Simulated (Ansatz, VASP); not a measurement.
# One calculation of Y3Zr2F, two programs

```xyz
6
Lattice="6.5114 0.0000 0.0000 -3.2557 5.6391 0.0000 0.0000 0.0000 6.7874" Properties=species:S:1:pos:R:3 pbc="T T T"
Y     3.2557    0.0000    0.0000
Y    -1.6279    2.8195    0.0000
Y     1.6279    2.8195    0.0000
Zr    0.0000    0.0000    1.3002
Zr    0.0000    0.0000    5.4872
F     0.0000    0.0000    3.3937
```

Alike in both runs: functional PBE; k mesh 6 × 6 × 6; occupations gaussian, width 0.1 eV; no spin polarisation.

Ansatz relaxed the structure, and its values are those at the end. VASP's run is a single point on that final structure, the one shown.

|  | VASP | Ansatz |
| --- | --- | --- |
| version | VASP 6.6.1 | Ansatz 0.2.0 |
| potentials or method | VASP PAW PBE potentials, release 64 (Y_sv, Zr_sv, F), cutoff 520 eV | scalar-relativistic, plane waves, PAW |
| valence electrons in the cell | 64 | 64 |

```tsv
	VASP	Ansatz	Ansatz less VASP
gap on the k mesh at the Fermi level (eV)	none	none	-
pressure (GPa)	0.0	0.0	+0.03
rms of the force components (eV/Å)	0.003	0.001	-0.0023
```

A gap of «none» marks a metal or a gap that the smearing closes.
